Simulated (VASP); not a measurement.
# MnO (Fm-3m) in VASP: further runs

MnO is run at these levels: PBE, PBEsol; tasks: single point, relaxation of cell and atoms.

Program: VASP 6.6.1. These are calculated values, not measurements. Logs are shortened: lines on timing, memory, paths and dates and some standing lists are left out, and cuts for length are marked.

## (1) The cell of the first run

The structure is cubic, space group Fm-3m (No. 225). Conventional cell: a = 4.448 Å, b = 4.448 Å, c = 4.448 Å, α = 90.00°, β = 90.00°, γ = 90.00°. Mn (site symmetry m-3m) has 6 O at 2.22 Å within 2.9 Å. O (site symmetry m-3m) has 6 Mn at 2.22 Å within 2.9 Å.

## (2) Single point, PBE, collinear spin, ferromagnetic start

The input, INCAR:

```
SYSTEM = MnO
PREC = Accurate ; ENCUT = 520
EDIFF = 1E-7 ; ISMEAR = 0
SIGMA = 0.011 ; LREAL = .False.
LASPH = .True. ; NELM = 150
ALGO = Normal ; ISIF = 2
LWAVE = .False. ; LCHARG = .False.
ISPIN = 2 ; MAGMOM = 4 0
LORBIT = 11 ; LMAXMIX = 4
GGA = PE ; NBANDS = 20
```

The input, KPOINTS:

```
regular mesh
0
Gamma
  10 10 10
  0 0 0
```

The input, POSCAR:

```
MnO
1.0
    0.0000000000      2.2239077028      2.2239077028
    2.2239077028      0.0000000000      2.2239077028
    2.2239077028      2.2239077028      0.0000000000
Mn O
1 1
Direct
    0.0000000000      0.0000000000      0.0000000000
    0.5000000000      0.5000000000      0.5000000000
```

Potentials or basis: VASP PAW PBE potentials, release 64 (Mn_pv, O).

Command:

```
$ cat potpaw_PBE.64/Mn_pv/POTCAR potpaw_PBE.64/O/POTCAR > POTCAR
$ mpirun -np 1 vasp_std > vasp.out
```

OUTCAR:

```text
SYSTEM = MnO
   PREC = Accurate
   ENCUT = 520
   EDIFF = 1E-7
   ISMEAR = 0
   LREAL = .False.
   LASPH = .True.
   NELM = 150
   ISIF = 2
   ISPIN = 2
   LORBIT = 11
   GGA = PE

 ion  position               nearest neighbor table
   1  0.000  0.000  0.000-   2 2.22   2 2.22   2 2.22   2 2.22   2 2.22   2 2.22
   2  0.500  0.500  0.500-   1 2.22   1 2.22   1 2.22   1 2.22   1 2.22   1 2.22

  LATTYP: Found a face centered cubic cell.
 ALAT       =     4.4478154056

  Lattice vectors:

 A1 = (   0.0000000000,   2.2239077028,   2.2239077028)
 A2 = (   2.2239077028,   0.0000000000,   2.2239077028)
 A3 = (   2.2239077028,   2.2239077028,   0.0000000000)

Analysis of symmetry for initial positions (statically):
=====================================================================
 Subroutine PRICEL returns:
 Original cell was already a primitive cell.

 Routine SETGRP: Setting up the symmetry group for a
 face centered cubic supercell.

 Subroutine GETGRP returns: Found 48 space group operations
 (whereof 48 operations were pure point group operations)
 out of a pool of 48 trial point group operations.

The static configuration has the point symmetry O_h .

Analysis of symmetry for dynamics (positions and initial velocities):
=====================================================================
 Subroutine PRICEL returns:
 Original cell was already a primitive cell.

 Routine SETGRP: Setting up the symmetry group for a
 face centered cubic supercell.

 Subroutine GETGRP returns: Found 48 space group operations
 (whereof 48 operations were pure point group operations)
 out of a pool of 48 trial point group operations.

The dynamic configuration has the point symmetry O_h .

Analysis of structural, dynamic, and magnetic symmetry:
=====================================================================
 Subroutine PRICEL returns:
 Original cell was already a primitive cell.

 Routine SETGRP: Setting up the symmetry group for a
 face centered cubic supercell.

 Subroutine GETGRP returns: Found 48 space group operations
 (whereof 48 operations were pure point group operations)
 out of a pool of 48 trial point group operations.

The overall configuration has the point symmetry O_h .

 Subroutine INISYM returns: Found 48 space group operations
 (whereof 48 operations are pure point group operations),
 and found     1 'primitive' translations

----------------------------------------------------------------------------------------

                                     Primitive cell

  volume of cell :      21.9979

  direct lattice vectors                    reciprocal lattice vectors
     0.000000000  2.223907703  2.223907703    -0.224829474  0.224829474  0.224829474
     2.223907703  0.000000000  2.223907703     0.224829474 -0.224829474  0.224829474
     2.223907703  2.223907703  0.000000000     0.224829474  0.224829474 -0.224829474

  length of vectors
     3.145080435  3.145080435  3.145080435     0.389416073  0.389416073  0.389416073

  position of ions in fractional coordinates (direct lattice)
     0.000000000  0.000000000  0.000000000
     0.500000000  0.500000000  0.500000000

  ion indices of the primitive-cell ions
   primitive index   ion index
                 1           1
                 2           2

----------------------------------------------------------------------------------------

 KPOINTS: regular mesh

Automatic generation of k-mesh.
 Grid dimensions read from file:
 generate k-points for:   10   10   10

 Generating k-lattice:

  Cartesian coordinates                     Fractional coordinates (reciprocal lattice)
    -0.022482947  0.022482947  0.022482947     0.100000000  0.000000000  0.000000000
     0.022482947 -0.022482947  0.022482947     0.000000000  0.100000000  0.000000000
     0.022482947  0.022482947 -0.022482947     0.000000000  0.000000000  0.100000000

  Length of vectors
     0.038941607  0.038941607  0.038941607

  Shift w.r.t. Gamma in fractional coordinates (k-lattice)
     0.000000000  0.000000000  0.000000000

 Subroutine IBZKPT returns following result:
 ===========================================

 Found     47 irreducible k-points:

 Following reciprocal coordinates:
            Coordinates               Weight
  0.000000  0.000000  0.000000      1.000000
  0.100000  0.000000  0.000000      8.000000
  0.200000  0.000000  0.000000      8.000000
  0.300000  0.000000  0.000000      8.000000
  0.400000  0.000000  0.000000      8.000000
  0.500000  0.000000  0.000000      4.000000
[... 16 lines left out ...]
  0.300000  0.300000  0.000000      6.000000
  0.400000  0.300000  0.000000     24.000000
 [... further k-points ...]
   k-points           NKPTS =     47   k-points in BZ     NKDIM =     47   number of bands    NBANDS=     20
   number of dos      NEDOS =    301   number of ions     NIONS =      2
   total plane-waves  NPLWV =  13824
   dimension x,y,z NGX =    24 NGY =   24 NGZ =   24
   dimension x,y,z NGXF=    48 NGYF=   48 NGZF=   48
   ions per type =               1   1
   NGX,Y,Z   is equivalent  to a cutoff of  12.69, 12.69, 12.69 a.u.
   NGXF,Y,Z  is equivalent  to a cutoff of  25.37, 25.37, 25.37 a.u.
 SYSTEM =  MnO
   PREC   = accura    normal or accurate (medium, high low for compatibility)
   ISTART =      0    job   : 0-new  1-cont  2-samecut
   ICHARG =      2    charge: 1-file 2-atom 10-const
   ISPIN  =      2    spin polarized calculation?
   LNONCOLLINEAR =      F non collinear calculations
   LSORBIT =      F    spin-orbit coupling
   LASPH  =      T    aspherical Exc in radial PAW
   ENCUT  =  520.0 eV  38.22 Ry    6.18 a.u.   5.85  5.85  5.85*2*pi/ulx,y,z
   NELM   =    150;   NELMIN=  2; NELMDL= -5     # of ELM steps
   EDIFF  = 0.1E-06   stopping-criterion for ELM
   LREAL  =      F    real-space projection
   EDIFFG = 0.1E-05   stopping-criterion for IOM
   NSW    =      0    number of steps for IOM
   IBRION =     -1    ionic relax: 0-MD 1-quasi-New 2-CG
   NFREE  =      0    steps in history (QN), initial steepest desc. (CG)
   ISIF   =      2    stress and relaxation
   ISYM   =      2    0-nonsym 1-usesym 2-fastsym
   POTIM  = 0.5000    time-step for ionic-motion
   TEBEG  =    0.0;   TEEND  =   0.0 temperature during run
   PSTRESS=    0.0 pullay stress
   NELECT =      19.0000    total number of electrons
   NUPDOWN=      -1.0000    fix difference up-down
   EMIN   =  10.00;   EMAX   =-10.00  energy-range for DOS
   EFERMI =   0.00;   METHOD = LEGACY
   ISMEAR =     0;   SIGMA  =   0.01  broadening in eV -4-tet -1-fermi 0-gaus
   EFERMI_NEDOS =   21; number of points for ismear=-14 and -15
   IALGO  =     38    algorithm
   IMIX   =      4    mixing-type and parameters
     AMIX     =   0.40;   BMIX     =  1.00
     AMIX_MAG =   1.60;   BMIX_MAG =  1.00
  volume/ion in A,a.u.               =      11.00        74.22
  Fermi-wavevector in a.u.,A,eV,Ry     =   1.559071  2.946217 33.071721  2.430703
  Thomas-Fermi vector in A             =   2.662483
   LORBIT       =     11    0 simple, 1 ext, 2 COOP (PROOUT), +10 PAW based schemes
   GGA     = PE    functional components
   LHFCALC =     F    Hartree Fock is set to
   AEXX    =    0.0000 exact exchange contribution
   IVDW    =     0    specifies the selected vdW correction
   LEPSILON=     F    determine dielectric tensor
   LRPA    =     F    only Hartree local field effects (RPA)
 spin polarized calculation
 Gauss-broadening in eV      SIGMA  =   0.01
  energy-cutoff  :      520.00
  volume of cell :       22.00
 maximum number of plane-waves:       609
   NGX = 11   NGY = 11   NGZ = 11

 number of electron      18.9999991 magnetization       4.8019768

 Free energy of the ion-electron system (eV)
  ---------------------------------------------------
  ext. energy  EPLUGINS =         0.00000000
  ---------------------------------------------------
  free energy    TOTEN  =       -16.40248183 eV

  energy without entropy =      -16.40233557  energy(sigma->0) =      -16.40240870

 E-fermi :   7.5103     XC(G=0): -11.8517

 val. band max:        7.5102296793   @ k =  -0.3000   0.1000   0.0000
 cond. band min:       7.5135944692   @ k =   0.5000   0.1000   0.0000
 fundamental gap:      0.0033647899
 Fermi energy:         7.5102946897

 spin component 1

 k-point     1 :       0.0000    0.0000    0.0000
  band No.  band energies     occupation
      1     -42.8477      1.00000
      2     -42.8477      1.00000
      3     -42.8477      1.00000
      4     -12.7282      1.00000
      5       3.7910      1.00000
      6       3.7910      1.00000
[... 12 lines left out ...]
     19      27.2089      0.00000
     20      27.2089      0.00000
[... 507 lines left out ...]
 k-point    24 :       0.4000    0.3000    0.0000
  band No.  band energies     occupation
      1     -42.8939      1.00000
      2     -42.8673      1.00000
      3     -42.8655      1.00000
      4     -11.9041      1.00000
      5       0.3782      1.00000
      6       2.2689      1.00000
[... 12 lines left out ...]
     19      32.2078      0.00000
     20      33.9720      0.00000

 [... further k-points ...]

 spin component 2

 k-point     1 :       0.0000    0.0000    0.0000
  band No.  band energies     occupation
      1     -38.1576      1.00000
      2     -38.1576      1.00000
      3     -38.1576      1.00000
      4     -12.2790      1.00000
      5       4.1844      1.00000
      6       4.1844      1.00000
[... 12 lines left out ...]
     19      29.5749      0.00000
     20      29.5749      0.00000
[... 507 lines left out ...]
 k-point    24 :       0.4000    0.3000    0.0000
  band No.  band energies     occupation
      1     -38.2160      1.00000
      2     -38.1820      1.00000
      3     -38.1797      1.00000
      4     -11.4737      1.00000
      5       1.1568      1.00000
      6       3.0520      1.00000
[... 12 lines left out ...]
     19      33.2297      0.00000
     20      35.0054      0.00000

 [... further k-points ...]

------------------------ aborting loop because EDIFF is reached ----------------------------------------

  FORCE on cell =-STRESS in cart. coord.  units (eV):
  Direction    XX          YY          ZZ          XY          YZ          ZX
  --------------------------------------------------------------------------------------
  -------------------------------------------------------------------------------------
  Total        0.0551976      0.0551976      0.0551976      0.0000000     -0.0000000     -0.0000000
  in kB        4.0202299      4.0202299      4.0202299      0.0000000     -0.0000000     -0.0000000
  external PRESSURE =       4.0202299 kB  Pullay stress =       0.0000000 kB

 VOLUME and BASIS-vectors are now :
 -----------------------------------------------------------------------------
  energy-cutoff  :      520.00
  volume of cell :       22.00
      direct lattice vectors                 reciprocal lattice vectors
     0.000000000  2.223907703  2.223907703    -0.224829474  0.224829474  0.224829474
     2.223907703  0.000000000  2.223907703     0.224829474 -0.224829474  0.224829474
     2.223907703  2.223907703  0.000000000     0.224829474  0.224829474 -0.224829474

 POSITION                                       TOTAL-FORCE (eV/Angst)
 -----------------------------------------------------------------------------------
      0.00000      0.00000      0.00000        -0.000000      0.000000      0.000000
      2.22391      2.22391      2.22391         0.000000     -0.000000     -0.000000
 -----------------------------------------------------------------------------------
    total drift:                                0.000000     -0.000000     -0.000000

  FREE ENERGIE OF THE ION-ELECTRON SYSTEM (eV)
  ---------------------------------------------------
  free  energy   TOTEN  =       -16.4024818315 eV

  energy  without entropy=      -16.4023355709  energy(sigma->0) =      -16.40240870

 total charge

# of ion       s       p       d       tot
------------------------------------------
    1        0.202   6.176   4.974  11.352
    2        1.561   3.416   0.000   4.977
--------------------------------------------------
tot          1.763   9.592   4.974  16.329

 magnetization (x)

# of ion       s       p       d       tot
------------------------------------------
    1        0.034   0.026   4.295   4.355
    2        0.030   0.176   0.000   0.206
--------------------------------------------------
tot          0.064   0.202   4.295   4.561
```

Run time: 17 s. Hardware: 1 thread of Intel Xeon 6975P-C (Granite Rapids), shared host; peak memory 0.15 GiB.

What came out:

```
Free energy                                           : -16.4025 eV
Pressure                                              : 0.4 GPa
Net moment                                            : 4.80 μB per cell
Site moments                                          : Mn +4.36; O +0.21 μB
Valence electrons inside the program's atomic spheres : Mn 11.35; O 4.98
```

Levels at points of the mesh, in eV from the Fermi level:
Spin up:
| k point | band 8 | band 9 | band 10 | band 11 | band 12 | band 13 | band 14 | band 15 | band 16 | band 17 |
| --- | --- | --- | --- | --- | --- | --- | --- | --- | --- | --- |
| (0.00, 0.00, 0.00) | -3.20 | -3.20 | -3.20 | -2.68 | -2.68 | -0.51 | 13.97 | 16.34 | 16.34 | 16.34 |
| (0.50, 0.00, 0.00) | -2.31 | -2.31 | -1.87 | 0.22 | 0.22 | 3.49 | 7.74 | 11.88 | 11.88 | 18.46 |
| (0.50, 0.50, 0.00) | -4.20 | -2.25 | -2.04 | -2.04 | -1.91 | 5.02 | 7.83 | 10.41 | 13.65 | 13.65 |
Spin down:
```csv
k point,band 3,band 4,band 5,band 6,band 7,band 8,band 9,band 10,band 11,band 12
"(0.00, 0.00, 0.00)",-45.67,-19.79,-3.33,-3.33,-3.33,0.78,0.78,0.78,0.82,1.40
"(0.50, 0.00, 0.00)",-45.68,-18.84,-7.33,-4.81,-4.81,1.96,2.00,2.00,3.67,3.67
"(0.50, 0.50, 0.00)",-45.70,-18.87,-6.38,-4.30,-4.30,-0.79,1.99,2.19,2.44,2.44
```

Caveat: a cell with one magnetic atom can't hold antiferromagnetic order, which such compounds often take; semilocal functionals often make such compounds metallic where correlation or magnetic order opens a gap, which also shifts bond lengths.

## (3) Relaxation of cell and atoms, PBEsol, collinear spin, ferromagnetic start

The input, INCAR:

```
PREC     = Accurate       # precision mode
ENCUT    = 600            # plane-wave cutoff, eV
EDIFF    = 1E-7           # SCF threshold, eV
ISMEAR   = -1             # smearing method
SIGMA    = 0.05           # smearing width, eV
LREAL    = False          # projectors in reciprocal space
LASPH    = True           # aspherical terms in the spheres
NELM     = 150            # most SCF steps
ALGO     = Normal         # electronic algorithm
ISIF     = 3              # what is computed and relaxed
LWAVE    = False          # write WAVECAR
LCHARG   = False          # write CHGCAR
ISPIN    = 2              # spin polarisation
MAGMOM   = 4 0            # initial moments
LORBIT   = 11             # projections on sites
LMAXMIX  = 4              # l up to which the mixer works
GGA      = PS             # functional
IBRION   = 2              # ionic algorithm
NSW      = 80             # ionic steps
EDIFFG   = -0.005         # ionic threshold
```

The input, KPOINTS:

```
Automatic mesh
0
Gamma
  10 10 10
```

POSCAR is that of step 2.

Potentials or basis: VASP PAW PBE potentials, release 64 (Mn_pv, O).

Command:

```
$ cat potpaw_PBE.64/Mn_pv/POTCAR potpaw_PBE.64/O/POTCAR > POTCAR
$ mpirun -np 1 vasp_std > vasp.out
```

Run time: 73 s. Hardware: 1 thread of Intel Xeon 6975P-C (Granite Rapids), shared host; peak memory 0.19 GiB.

It converged, with:

```yaml
Free_energy: -17.2591 eV
Relaxed_volume: 10.14 Å³/atom
Relaxed_cell: a = 3.061 Å, b = 3.061 Å, c = 3.061 Å, α = 60.00°, β = 60.00°, γ = 60.00°
Space_group_after_relaxing_to_0.1_Å: Fm-3m (No. 225)
Energy_gained_by_relaxing: 20.5 meV/atom
Ionic_steps: 4
Pressure_after_relaxing: 0.0 GPa
Net_moment: 4.46 μB per cell
Site_moments: Mn +4.08; O +0.17 μB
Valence_electrons_inside_the_program's_atomic_spheres: Mn 11.45; O 4.97
```

Step by step:
```csv
step,energy change (eV),largest force (eV/Å),pressure (GPa),volume (Å³)
1,0.0000,0.0000,-7.07,22.00
2,-0.0404,0.0000,-0.95,20.49
3,-0.0410,0.0000,-0.13,20.32
4,-0.0410,0.0000,0.02,20.29
```

Final structure:
```
Mn O
1.0
     0.00000    2.16470    2.16470
     2.16470    0.00000    2.16470
     2.16470    2.16470    0.00000
Mn O
1 1
Direct
  0.00000 0.00000 0.00000
  0.50000 0.50000 0.50000
```

Levels at points of the mesh, in eV from the Fermi level:
Spin up:
| k point | band 10 | band 11 | band 12 | band 13 | band 14 | band 15 |
| --- | --- | --- | --- | --- | --- | --- |
| (0.00, 0.00, 0.00) | -3.32 | -2.74 | -2.74 | -0.26 | 14.00 | 16.83 |
| (0.50, 0.00, 0.00) | -1.81 | 0.41 | 0.41 | 3.49 | 8.31 | 12.25 |
| (0.50, 0.50, 0.00) | -1.94 | -1.94 | -1.74 | 5.48 | 8.11 | 10.72 |
Spin down:
| k point | band 4 | band 5 | band 6 | band 7 | band 8 | band 9 | band 10 | band 11 |
| --- | --- | --- | --- | --- | --- | --- | --- | --- |
| (0.00, 0.00, 0.00) | -20.57 | -3.85 | -3.85 | -3.85 | 0.33 | 0.33 | 0.33 | 0.91 |
| (0.50, 0.00, 0.00) | -19.41 | -8.22 | -5.54 | -5.54 | 1.71 | 1.74 | 1.74 | 3.65 |
| (0.50, 0.50, 0.00) | -19.49 | -7.16 | -4.90 | -4.90 | -1.46 | 1.72 | 2.08 | 2.23 |

Caveat: the PAW data sets were made with another functional, which shifts forces and pressure a little; a cell with one magnetic atom can't hold antiferromagnetic order, which such compounds often take; semilocal functionals often make such compounds metallic where correlation or magnetic order opens a gap, which also shifts bond lengths. With open d or f shells a metallic result of PBEsol can be an artefact of self-interaction; +U or a hybrid may open a gap.
